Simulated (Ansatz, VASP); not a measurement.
**CdS: VASP beside Ansatz**

```xyz
2
Lattice="3.0565 0.0000 0.0000 0.0000 3.0565 0.0000 0.0000 0.0000 3.0565" Properties=species:S:1:pos:R:3 pbc="T T T"
Cd    0.0000    0.0000    0.0000
S     1.5282    1.5282    1.5282
```

Change from the starting cell: volume scaled by 0.72, PAW files.

Alike in both runs: task single point; functional PBE; k mesh 14 × 14 × 14; occupations fermi-dirac, width 0.05 eV; no spin polarisation.

|  | VASP | Ansatz |
| --- | --- | --- |
| version | VASP 6.6.1 | Ansatz 0.2.0 |
| potentials or method | VASP PAW PBE potentials, release 64 (Cd, S) | PAW with Ansatz's default frozen-core files, scalar-relativistic |
| plane-wave cutoff (eV) | 500 | 420 |
| valence electrons in the cell | 18 | 26 |

|  | VASP | Ansatz | Ansatz less VASP |
| --- | --- | --- | --- |
| pressure (GPa) | 50.8 | 49.2 | -1.58 |

Both programs put the cell under a high pressure, so it lies far from rest at this level. The functional is the same, so the differences come from potentials, cutoffs and numerics. VASP's potentials hold 18 valence electrons a cell and Ansatz's 26, so a difference there can come from the potentials and not from the codes.
